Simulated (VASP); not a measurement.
## In5O: single point with PBE

Crystal: In5O.

```
CELL_PARAMETERS angstrom
3.80815 2.19863 2.82732
-3.80815 2.19863 2.82732
0.00000 -4.39727 2.82732
ATOMIC_POSITIONS crystal
In 0.50000 0.00000 0.50000
In 0.50000 0.50000 0.00000
In 0.00000 0.50000 0.50000
In 0.79928 0.79928 0.79928
In 0.20072 0.20072 0.20072
O 0.50000 0.50000 0.50000
```

The cell was built from a structure type or drawn by symmetry, and may not be a known phase.

* Program: VASP 6.6.1
* Task: single point
* Functional: PBE
* Potentials or basis: VASP PAW PBE potentials, release 64 (In_d, O)
* Cutoff: 520 eV
* k mesh: 3 × 3 × 3
* Occupations: gaussian, width 0.1 eV
* Spin: no spin polarisation

```json
{"Pressure": "17.8 GPa", "Largest force": "5.002 eV/Å", "Band gap on the k mesh": "zero (an odd number of electrons rules out a gap without spin polarisation)"}
```

Forces in eV/Å, atoms in the order of the input:
```
In   0.000  0.000  0.000
In   0.000  0.000  0.000
In   0.000  0.000  0.000
In   0.000  0.000  5.002
In   0.000  0.000 -5.002
O    0.000  0.000  0.000
```

Stress tensor (GPa, compression positive):
```
21.07  0.00  0.00
 0.00 21.07  0.00
 0.00  0.00 11.12
```

Levels at points of the mesh, in eV from the Fermi level:
```csv
k point,band 33,band 34,band 35,band 36,band 37,band 38,band 39,band 40
"(0.00, 0.00, 0.00)",-2.05,-0.78,-0.34,-0.34,1.61,1.61,2.47,3.34
```

It took 39 s on 1 thread of Intel(R) Xeon(R) Platinum 8559C (Emerald Rapids) (shared host), peak memory 0.24 GiB.

Caveat: the k points lie up to 0.40 Å⁻¹ apart, too coarse for converged energies and pressures of a metal; spin-orbit coupling is left out, which moves the levels of the heavy elements; an odd number of electrons without spin polarisation forces a metal; a magnetic or distorted state may lie lower.
